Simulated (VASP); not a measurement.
# Mg3SeO (P4mm) in VASP: relaxation of cell and atoms with PBE

Aim: the relaxation of cell and atoms of Mg3SeO with PBE.

Everything below comes from runs of VASP 6.6.1. Logs are shortened: lines on timing, memory, paths and dates and some standing lists are left out, and cuts for length are marked.

## Step 1: The cell of the first run

The structure is tetragonal, space group P4mm (No. 99). The conventional cell has a = 4.115 Å, b = 4.115 Å, c = 6.905 Å, α = 90.00°, β = 90.00°, γ = 90.00°. Within 2.7 Å of Mg (site symmetry 2mm) lie 2 O at 2.07 Å and 2 Se at 2.64 Å. Mg (site symmetry 4mm) has 1 Se at 2.57 Å and 4 Mg at 3.38 Å within 3.4 Å. Within 3.5 Å of Se (site symmetry 4mm) lie 5 Mg at 2.57 to 2.64 Å and 4 O at 3.48 Å. O (site symmetry 4mm) has 4 Mg at 2.07 Å within 2.7 Å.

The cell was built from a structure type or drawn by symmetry, and may not be a known phase.

## Step 2: Relaxation of cell and atoms, PBE

INCAR

```
PREC = Accurate
ENCUT = 600
EDIFF = 1E-6
ISMEAR = 0
SIGMA = 0.1
LREAL = F
LASPH = T
NELM = 60
ALGO = Normal
ISIF = 3
LWAVE = F
LCHARG = F
GGA = PE
IBRION = 2
NSW = 100
EDIFFG = -0.01
```

KPOINTS

```
Automatic mesh
0
Gamma
  10 10 6
```

POSCAR

```
Mg3SeO
1.0
    4.1146873608      0.0000000000      0.0000000000
    0.0000000000      4.1146873608      0.0000000000
    0.0000000000      0.0000000000      6.9046149478
Mg Se O
3 1 1
Direct
    0.5000000000      0.0000000000      0.3249701948
    0.5000000000      0.5000000000      0.9363982699
    0.0000000000      0.5000000000      0.3249701948
    0.5000000000      0.5000000000      0.5643832961
    0.0000000000      0.0000000000      0.2868779944
```

Potentials or basis: VASP PAW PBE potentials, release 64 (Mg, Se, O).

On the command line:

```bash
cat potpaw_PBE.64/Mg/POTCAR potpaw_PBE.64/Se/POTCAR potpaw_PBE.64/O/POTCAR > POTCAR
mpirun -np 1 vasp_std > vasp.out
```

OUTCAR:

```text
PREC = Accurate
   ENCUT = 600
   EDIFF = 1E-6
   ISMEAR = 0
   LREAL = F
   LASPH = T
   NELM = 60
   ISIF = 3
   GGA = PE
   IBRION = 2
   NSW = 100
   EDIFFG = -0.01

 ion  position               nearest neighbor table
   1  0.500  0.000  0.325-   5 2.07   5 2.07   4 2.64   4 2.64   3 2.91   3 2.91   3 2.91   3 2.91
                             2 3.38   2 3.38
   2  0.500  0.500  0.936-   4 2.57   3 3.38   1 3.38   1 3.38   3 3.38
   3  0.000  0.500  0.325-   5 2.07   5 2.07   4 2.64   4 2.64   1 2.91   1 2.91   1 2.91   1 2.91
                             2 3.38   2 3.38
   4  0.500  0.500  0.564-   2 2.57   1 2.64   3 2.64   1 2.64   3 2.64
   5  0.000  0.000  0.287-   1 2.07   3 2.07   3 2.07   1 2.07

  LATTYP: Found a simple tetragonal cell.
 ALAT       =     4.1146873608
 C/A-ratio  =     1.6780412076

  Lattice vectors:

 A1 = (   4.1146873608,   0.0000000000,   0.0000000000)
 A2 = (   0.0000000000,   4.1146873608,   0.0000000000)
 A3 = (   0.0000000000,   0.0000000000,   6.9046149478)

Analysis of symmetry for initial positions (statically):
=====================================================================
 Subroutine PRICEL returns:
 Original cell was already a primitive cell.

 Routine SETGRP: Setting up the symmetry group for a
 simple tetragonal supercell.

 Subroutine GETGRP returns: Found  8 space group operations
 (whereof  8 operations were pure point group operations)
 out of a pool of 16 trial point group operations.

The static configuration has the point symmetry C_4v.

Analysis of symmetry for dynamics (positions and initial velocities):
=====================================================================
 Subroutine PRICEL returns:
 Original cell was already a primitive cell.

 Routine SETGRP: Setting up the symmetry group for a
 simple tetragonal supercell.

 Subroutine GETGRP returns: Found  8 space group operations
 (whereof  8 operations were pure point group operations)
 out of a pool of 16 trial point group operations.

The dynamic configuration has the point symmetry C_4v.

 Subroutine INISYM returns: Found  8 space group operations
 (whereof  8 operations are pure point group operations),
 and found     1 'primitive' translations

----------------------------------------------------------------------------------------

                                     Primitive cell

  volume of cell :     116.8996

  direct lattice vectors                    reciprocal lattice vectors
     4.114687361  0.000000000  0.000000000     0.243031830  0.000000000  0.000000000
     0.000000000  4.114687361  0.000000000     0.000000000  0.243031830  0.000000000
     0.000000000  0.000000000  6.904614948     0.000000000  0.000000000  0.144830669

  length of vectors
     4.114687361  4.114687361  6.904614948     0.243031830  0.243031830  0.144830669

  position of ions in fractional coordinates (direct lattice)
     0.500000000  0.000000000  0.324970195
     0.500000000  0.500000000  0.936398270
     0.000000000  0.500000000  0.324970195
     0.500000000  0.500000000  0.564383296
     0.000000000  0.000000000  0.286877994

  ion indices of the primitive-cell ions
   primitive index   ion index
                 1           1
                 2           2
                 3           3
                 4           4
                 5           5

----------------------------------------------------------------------------------------

 KPOINTS: Automatic mesh

Automatic generation of k-mesh.
 Grid dimensions read from file:
 generate k-points for:   10   10    6

 Generating k-lattice:

  Cartesian coordinates                     Fractional coordinates (reciprocal lattice)
     0.024303183  0.000000000  0.000000000     0.100000000  0.000000000  0.000000000
     0.000000000  0.024303183  0.000000000     0.000000000  0.100000000  0.000000000
     0.000000000  0.000000000  0.024138445     0.000000000  0.000000000  0.166666667

  Length of vectors
     0.024303183  0.024303183  0.024138445

  Shift w.r.t. Gamma in fractional coordinates (k-lattice)
     0.000000000  0.000000000  0.000000000

 Subroutine IBZKPT returns following result:
 ===========================================

 Found     84 irreducible k-points:

 Following reciprocal coordinates:
            Coordinates               Weight
  0.000000  0.000000  0.000000      1.000000
  0.100000  0.000000  0.000000      4.000000
  0.200000  0.000000  0.000000      4.000000
  0.300000  0.000000  0.000000      4.000000
  0.400000  0.000000  0.000000      4.000000
  0.500000  0.000000  0.000000      2.000000
[... 16 lines left out ...]
  0.100000  0.000000  0.166667      8.000000
  0.200000  0.000000  0.166667      8.000000
 [... further k-points ...]
   k-points           NKPTS =     84   k-points in BZ     NKDIM =     84   number of bands    NBANDS=     13
   number of dos      NEDOS =    301   number of ions     NIONS =      5
   total plane-waves  NPLWV =  72576
   dimension x,y,z NGX =    36 NGY =   36 NGZ =   56
   dimension x,y,z NGXF=    72 NGYF=   72 NGZF=  112
   ions per type =               3   1   1
   NGX,Y,Z   is equivalent  to a cutoff of  14.55, 14.55, 13.48 a.u.
   NGXF,Y,Z  is equivalent  to a cutoff of  29.09, 29.09, 26.97 a.u.
 SYSTEM =  unknown system
   PREC   = accura    normal or accurate (medium, high low for compatibility)
   ISTART =      0    job   : 0-new  1-cont  2-samecut
   ICHARG =      2    charge: 1-file 2-atom 10-const
   ISPIN  =      1    spin polarized calculation?
   LNONCOLLINEAR =      F non collinear calculations
   LSORBIT =      F    spin-orbit coupling
   LASPH  =      T    aspherical Exc in radial PAW
   ENCUT  =  600.0 eV  44.10 Ry    6.64 a.u.   8.22  8.22 13.79*2*pi/ulx,y,z
   NELM   =     60;   NELMIN=  2; NELMDL= -5     # of ELM steps
   EDIFF  = 0.1E-05   stopping-criterion for ELM
   LREAL  =      F    real-space projection
   EDIFFG = -.1E-01   stopping-criterion for IOM
   NSW    =    100    number of steps for IOM
   IBRION =      2    ionic relax: 0-MD 1-quasi-New 2-CG
   NFREE  =      1    steps in history (QN), initial steepest desc. (CG)
   ISIF   =      3    stress and relaxation
   ISYM   =      2    0-nonsym 1-usesym 2-fastsym
   POTIM  = 0.5000    time-step for ionic-motion
   TEBEG  =    0.0;   TEEND  =   0.0 temperature during run
   PSTRESS=    0.0 pullay stress
   NELECT =      18.0000    total number of electrons
   NUPDOWN=      -1.0000    fix difference up-down
   EMIN   =  10.00;   EMAX   =-10.00  energy-range for DOS
   EFERMI =   0.00;   METHOD = LEGACY
   ISMEAR =     0;   SIGMA  =   0.10  broadening in eV -4-tet -1-fermi 0-gaus
   EFERMI_NEDOS =   21; number of points for ismear=-14 and -15
   IALGO  =     38    algorithm
   IMIX   =      4    mixing-type and parameters
     AMIX     =   0.40;   BMIX     =  1.00
     AMIX_MAG =   1.60;   BMIX_MAG =  1.00
  volume/ion in A,a.u.               =      23.38       157.78
  Fermi-wavevector in a.u.,A,eV,Ry     =   0.877461  1.658161 10.475646  0.769938
  Thomas-Fermi vector in A             =   1.997413
   LORBIT       =      0    0 simple, 1 ext, 2 COOP (PROOUT), +10 PAW based schemes
   GGA     = PE    functional components
   LHFCALC =     F    Hartree Fock is set to
   AEXX    =    0.0000 exact exchange contribution
   IVDW    =     0    specifies the selected vdW correction
   LEPSILON=     F    determine dielectric tensor
   LRPA    =     F    only Hartree local field effects (RPA)
 conjugate gradient relaxation of ions
 non-spin polarized calculation
 Gauss-broadening in eV      SIGMA  =   0.10
  energy-cutoff  :      600.00
  volume of cell :      116.90
 maximum number of plane-waves:      3922
 NGX is ok and might be reduce to    36
   NGX = 17   NGY = 17   NGZ = 27

--------------------------------------- Ionic step        1  -------------------------------------------

 number of electron      17.9999998 magnetization

 Free energy of the ion-electron system (eV)
  ---------------------------------------------------
  ext. energy  EPLUGINS =         0.00000000
  ---------------------------------------------------
  free energy    TOTEN  =       -18.71780342 eV

  energy without entropy =      -18.71630889  energy(sigma->0) =      -18.71705615

------------------------ aborting loop because EDIFF is reached ----------------------------------------

  FORCE on cell =-STRESS in cart. coord.  units (eV):
  Direction    XX          YY          ZZ          XY          YZ          ZX
  --------------------------------------------------------------------------------------
  -------------------------------------------------------------------------------------
  Total       -0.2087842     -0.2087842      0.1152931      0.0000000      0.0000000      0.0000000
  in kB       -2.8615087     -2.8615087      1.5801588      0.0000000      0.0000000      0.0000000
  external PRESSURE =      -1.3809529 kB  Pullay stress =       0.0000000 kB
[... 219 lines left out ...]
  energy  without entropy=      -18.7171746032  energy(sigma->0) =      -18.71792221

--------------------------------------- Ionic step        7  -------------------------------------------

 number of electron      17.9999997 magnetization

 Free energy of the ion-electron system (eV)
  ---------------------------------------------------
  ext. energy  EPLUGINS =         0.00000000
  ---------------------------------------------------
  free energy    TOTEN  =       -18.71869021 eV

  energy without entropy =      -18.71719001  energy(sigma->0) =      -18.71794011

 E-fermi :   2.0264     XC(G=0):  -7.9276

 val. band max:        1.9884895556   @ k =   0.4000   0.4000   0.5000
 cond. band min:       2.0586212822   @ k =   0.5000   0.0000   0.3333
 fundamental gap:      0.0701317266
 Fermi energy:         2.0263872540

 k-point     1 :       0.0000    0.0000    0.0000
  band No.  band energies     occupation
      1     -15.9974      2.00000
      2     -11.1371      2.00000
      3      -2.7441      2.00000
      4      -2.3053      2.00000
      5      -2.3053      2.00000
      6      -1.9723      2.00000
      7      -0.1514      2.00000
      8       0.1658      2.00000
      9       0.1658      2.00000
     10       4.6126      0.00000
     11       5.5954      0.00000
     12       5.8552      0.00000
     13       6.9285      0.00000
[... 353 lines left out ...]
 k-point    24 :       0.2000    0.0000    0.1667
  band No.  band energies     occupation
      1     -15.9644      2.00000
      2     -11.0838      2.00000
      3      -3.2241      2.00000
      4      -2.2285      2.00000
      5      -2.2255      2.00000
      6      -1.4727      2.00000
      7      -0.8872      2.00000
      8       0.1325      2.00000
      9       0.5714      2.00000
     10       3.9676      0.00000
     11       4.7053      0.00000
     12       6.0304      0.00000
     13       6.7720      0.00000

 [... further k-points ...]

------------------------ aborting loop because EDIFF is reached ----------------------------------------

  FORCE on cell =-STRESS in cart. coord.  units (eV):
  Direction    XX          YY          ZZ          XY          YZ          ZX
  --------------------------------------------------------------------------------------
  -------------------------------------------------------------------------------------
  Total       -0.0026624     -0.0026624     -0.0038859      0.0000000      0.0000000      0.0000000
  in kB       -0.0365723     -0.0365723     -0.0533787      0.0000000      0.0000000      0.0000000
  external PRESSURE =      -0.0421744 kB  Pullay stress =       0.0000000 kB
[... 20 lines left out ...]
  FREE ENERGIE OF THE ION-ELECTRON SYSTEM (eV)
  ---------------------------------------------------
  free  energy   TOTEN  =       -18.7186902116 eV

  energy  without entropy=      -18.7171900087  energy(sigma->0) =      -18.71794011

 reached required accuracy - stopping structural energy minimisation
```

Wall time 3.6 min (1 thread of Intel Xeon 6975P-C (Granite Rapids), shared host); peak memory 0.41 GiB.

Results:

- Free energy: -18.7187 eV
- Relaxed volume: 23.33 Å³/atom
- Relaxed cell: a = 4.103 Å, b = 4.103 Å, c = 6.929 Å, α = 90.00°, β = 90.00°, γ = 90.00°
- Space group after relaxing (to 0.1 Å): P4mm (No. 99)
- Energy gained by relaxing: 0.2 meV/atom
- Ionic steps: 7
- Pressure after relaxing: 0.0 GPa
- Largest force after relaxing: 0.004 eV/Å
- Band gap on the k mesh: zero (bands 9 and 10 overlap by 0.44 eV)

Forces on the atoms (eV/Å):
```
Mg   0.000  0.000  0.004
Mg   0.000  0.000 -0.003
Mg   0.000  0.000  0.004
Se   0.000  0.000 -0.003
O    0.000  0.000 -0.001
```

Step by step:
```csv
step,energy change (eV),largest force (eV/Å),pressure (GPa),volume (Å³)
1,0.0000,0.0124,-0.14,116.90
2,-0.0006,0.0188,0.01,116.56
3,-0.0007,0.0263,0.09,116.41
4,-0.0008,0.0139,0.02,116.56
5,-0.0009,0.0113,-0.02,116.65
6,-0.0009,0.0119,0.00,116.62
7,-0.0009,0.0036,0.00,116.64
```

Final structure:
```yaml
crystal:
  lattice:
    - [4.10288, 0.00000, 0.00000]
    - [0.00000, 4.10288, 0.00000]
    - [0.00000, 0.00000, 6.92879]
  atoms:
    - { symbol: Mg, position: [0.50000, 0.00000, 0.32528] }
    - { symbol: Mg, position: [0.50000, 0.50000, 0.93596] }
    - { symbol: Mg, position: [0.00000, 0.50000, 0.32528] }
    - { symbol: Se, position: [0.50000, 0.50000, 0.56469] }
    - { symbol: O, position: [0.00000, 0.00000, 0.28639] }
```

Caveat: semilocal functionals underestimate gaps, so a narrow gap can read as zero.
